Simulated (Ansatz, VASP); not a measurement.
Hf in VASP and in Ansatz

INCAR

```
SYSTEM = Hf
PREC = Accurate ; ENCUT = 520
EDIFF = 1E-7 ; ISMEAR = -1
SIGMA = 0.1 ; LREAL = .False.
LASPH = .True. ; NELM = 60
ALGO = Normal ; ISIF = 2
LWAVE = .False. ; LCHARG = .False.
GGA = PE ; NBANDS = 28
```

File KPOINTS:

```
Automatic mesh
0
Gamma
  15 15 4
  0 0 0
```

The input POSCAR:

```
Hf
1.0
    3.1120078843      0.0000000000      0.0000000000
   -1.5560039421      2.6950778846      0.0000000000
    0.0000000000      0.0000000000      9.9531445720
Hf
4
Direct
    1.0000000000      1.0000000000      1.0000000000
    1.0000000000      1.0000000000      0.5000000000
    0.3333333333      0.6666666667      0.2500000000
    0.6666666667      0.3333333333      0.7500000000
```

Input for Ansatz:

```yaml
crystal:
  lattice:
    - [3.1120078843, 0.0, 0.0]
    - [-1.5560039421, 2.6950778846, 0.0]
    - [0.0, 0.0, 9.953144572]
  atoms:
    - { symbol: Hf, position: [1.0, 1.0, 1.0] }
    - { symbol: Hf, position: [1.0, 1.0, 0.5] }
    - { symbol: Hf, position: [0.3333333333, 0.6666666667, 0.25] }
    - { symbol: Hf, position: [0.6666666667, 0.3333333333, 0.75] }
hamiltonian:
  xc: pbe
  pseudopotentials:
    kind: paw
    azcp:
      Hf: "pseudopotentials/Hf.paw.azcp"
basis:
  ecutwfc: 420
  fft_grid_basis: typed
kpoints:
  mp_grid: { grid: [15, 15, 4], shift: [0, 0, 0] }
magnetization:
  spin_polarized: false
scf:
  occupations: { method: fermi_dirac, width: 0.1 }
output:
  stress: true
```

Alike in both runs: task single point; functional PBE; k mesh 15 × 15 × 4; occupations fermi-dirac, width 0.1 eV; no spin polarisation.

|  | VASP | Ansatz |
| --- | --- | --- |
| version | VASP 6.6.1 | Ansatz 0.2.0 |
| potentials or method | VASP PAW PBE potentials, release 64 (Hf_pv), cutoff 520 eV | plane waves (420 eV) with PAW, scalar-relativistic |
| valence electrons in the cell | 40 | 104 |

VASP gave:

| Item | Value |
| --- | --- |
| pressure (GPa) | 9.6 |
| traceless stress, the component that is largest in VASP (GPa) | 0.05 |

**Question.** Estimate Ansatz's values.

**Answer.** Pressure (GPa): 10.0; traceless stress, the component that is largest in VASP (GPa): 0.11.

VASP's potentials hold 40 valence electrons a cell and Ansatz's 104, so a difference there can come from the potentials and not from the codes.

Spin-orbit coupling is off throughout.
